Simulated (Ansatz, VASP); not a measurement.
KF in VASP and in Ansatz

```
CELL_PARAMETERS angstrom
0.00000 2.70935 2.70935
2.70935 0.00000 2.70935
2.70935 2.70935 0.00000
ATOMIC_POSITIONS crystal
K 0.00000 0.00000 0.00000
F 0.50000 0.50000 0.50000
```

Alike in both runs: task single point; functional PBE; k mesh 9 × 9 × 9; occupations fermi-dirac, width 0.02 eV; no spin polarisation.

|  | VASP | Ansatz |
| --- | --- | --- |
| version | VASP 6.6.1 | Ansatz 0.2.0 |
| potentials or method | VASP PAW PBE potentials, release 64 (K_sv, F), cutoff 520 eV | all-electron LAPW, scalar-relativistic |

```csv
,VASP,Ansatz,Ansatz less VASP
gap on the k mesh at the Fermi level (eV),5.95,5.96,+0.011
pressure (GPa),0.0,0.0,-0.01
```

Ansatz ran all-electron here, and VASP with PAW potentials.
